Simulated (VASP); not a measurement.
A run of VASP 6.6.1:

Contents of INCAR:

```
SYSTEM = Mo12N
PREC = Accurate
ENCUT = 520
EDIFF = 1E-6
ISMEAR = 0
SIGMA = 0.1
LREAL = .False.
LASPH = .True.
NELM = 80
ALGO = Normal
ISIF = 2
LWAVE = .False.
LCHARG = .False.
LDIPOL = .True.
IDIPOL = 3
DIPOL = 0.5 0.5 0.324
GGA = PE
NBANDS = 98
```

Contents of KPOINTS:

```
Automatic mesh
0
Gamma
  5 5 1
  0 0 0
```

The input POSCAR:

```
Mo12N
1.0
    5.4740909335      0.0000000000      0.0000000000
   -1.8246969778      5.1610224265      0.0000000000
    0.0000000000      0.0000000000     19.8082441086
Mo N
12 1
Direct
    0.2500000000      0.2500000000      0.2019361221
    0.2500000000      0.7500000000      0.2019361221
    0.7500000000      0.2500000000      0.2019361221
    0.7500000000      0.7500000000      0.2019361221
    0.0000000000      0.0000000000      0.3106875862
    0.0000000000      0.5000000000      0.3106875862
    0.5000000000      0.0000000000      0.3106875862
    0.5000000000      0.5000000000      0.3106875862
    0.2500000000      0.2500000000      0.4194336491
    0.2500000000      0.7500000000      0.4194336491
    0.7500000000      0.2500000000      0.4194336491
    0.7500000000      0.7500000000      0.4194336491
    0.4166666667      0.5833333333      0.4773793362
```

Potentials or basis: VASP PAW PBE potentials, release 64 (Mo_sv, N).

The run is started by

```console
$ cat potpaw_PBE.64/Mo_sv/POTCAR potpaw_PBE.64/N/POTCAR > POTCAR
$ mpirun -np 1 vasp_std > vasp.out
```

Hardware: 1 thread of Intel(R) Xeon(R) Platinum 8488C (Sapphire Rapids), on a shared host.

**Question.** How long does it take, and how much memory?

**Answer.** Wall time 32 min on 1 thread of Intel(R) Xeon(R) Platinum 8488C (Sapphire Rapids), on a shared host, peak memory 0.75 GiB. Counts: scf iterations 33, k points 9.
